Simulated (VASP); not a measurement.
Here is a VASP 6.6.1 calculation.

Contents of POSCAR:

```
BaTe
1.0
    0.0000000000      3.4100000000      3.4100000000
    3.4100000000      0.0000000000      3.4100000000
    3.4100000000      3.4100000000      0.0000000000
Ba Te
1 1
Direct
    0.0000000000      0.0000000000      0.0000000000
    0.5000000000      0.5000000000      0.5000000000
```

File INCAR.step1:

```
PREC     = Accurate       # precision mode
ENCUT    = 520            # plane-wave cutoff, eV
EDIFF    = 1E-5           # SCF threshold, eV
ISMEAR   = -1             # smearing method
SIGMA    = 0.05           # smearing width, eV
LREAL    = False          # projectors in reciprocal space
LASPH    = True           # aspherical terms in the spheres
NELM     = 100            # most SCF steps
ALGO     = Normal         # electronic algorithm
ISIF     = 2              # what is computed and relaxed
LWAVE    = True           # write WAVECAR
LCHARG   = False          # write CHGCAR
GGA      = PE             # functional
NBANDS   = 15             # bands
```

INCAR.step2

```
PREC     = Accurate       # precision mode
ENCUT    = 520            # plane-wave cutoff, eV
EDIFF    = 1E-7           # SCF threshold, eV
ISMEAR   = -1             # smearing method
SIGMA    = 0.05           # smearing width, eV
LREAL    = False          # projectors in reciprocal space
LASPH    = True           # aspherical terms in the spheres
NELM     = 100            # most SCF steps
ALGO     = Normal         # electronic algorithm
ISIF     = 2              # what is computed and relaxed
LWAVE    = False          # write WAVECAR
LCHARG   = False          # write CHGCAR
GGA      = PE             # functional
LHFCALC  = True           # exact exchange
HFSCREEN = 0.2079         # screening, 1/A
PRECFOCK = Normal       
ISTART   = 1            
NBANDS   = 15             # bands
```

KPOINTS

```
regular mesh
0
Gamma
  4 4 4
```

Potentials or basis: VASP PAW PBE potentials, release 64 (Ba_sv, Te).

Run with:

```sh
$ cat potpaw_PBE.64/Ba_sv/POTCAR potpaw_PBE.64/Te/POTCAR > POTCAR
$ cp INCAR.step1 INCAR
$ mpirun -np 1 vasp_std > vasp.out
$ cp INCAR.step2 INCAR
$ mpirun -np 1 vasp_std > vasp.out
```

Question: Estimate the band gap on the k mesh.

Answer: 2.03 eV (least direct gap 2.46 eV).

Question: What does it give for the pressure?

Answer: 4.0 GPa.

Caveat: the cell stands under pressure; the PAW data sets were made with another functional, which shifts forces and pressure a little; spin-orbit coupling is left out, which moves the levels of the heavy elements. A k mesh can miss the band edges.
